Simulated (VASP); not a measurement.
Runs of VASP 6.6.1 on HfSiO4. The structure is that of space group I4_1/amd (No. 141), or close to it. The cells are those of the table. 

| cell | gap on the mesh (eV) | pressure (GPa) | largest force (eV/Å) |
| --- | --- | --- | --- |
| a = 5.590 Å, angles 106.2, 106.2, 116.3°, 12 atoms | 5.78 | -6.7 | 0.20 |
| a = 5.622 Å, angles 105.8, 105.8, 117.0°, 12 atoms | 5.67 | -8.6 | 0.19 |
| a = 5.474 Å, angles 107.8, 107.8, 112.9°, 12 atoms | 6.11 | (c) | 0.23 |
| a = 5.559 Å, angles 106.6, 106.6, 115.5°, 12 atoms | (a) | -4.4 | 0.21 |
| a = 5.501 Å, angles 107.4, 107.4, 113.8°, 12 atoms | 6.04 | (b) | 0.22 |
| a = 5.529 Å, angles 107.0, 107.0, 114.6°, 12 atoms | 5.96 | -1.8 | 0.22 |

Alike in all rows: task single point; level r2SCAN; potentials or basis VASP PAW PBE potentials, release 64 (Hf_pv, Si, O); no spin polarisation; k mesh 6 × 6 × 6; cutoff (eV) 520; smearing gaussian 0.01 eV.

Estimate the missing entries.

(a) 5.87; (b) 1.1; (c) 4.2.

Caveats: the PAW data sets were made with another functional, which shifts forces and pressure a little; spin-orbit coupling is left out, which moves the levels of the heavy elements.

A k mesh can miss the band edges, and the runs leave out spin-orbit coupling on Hf.
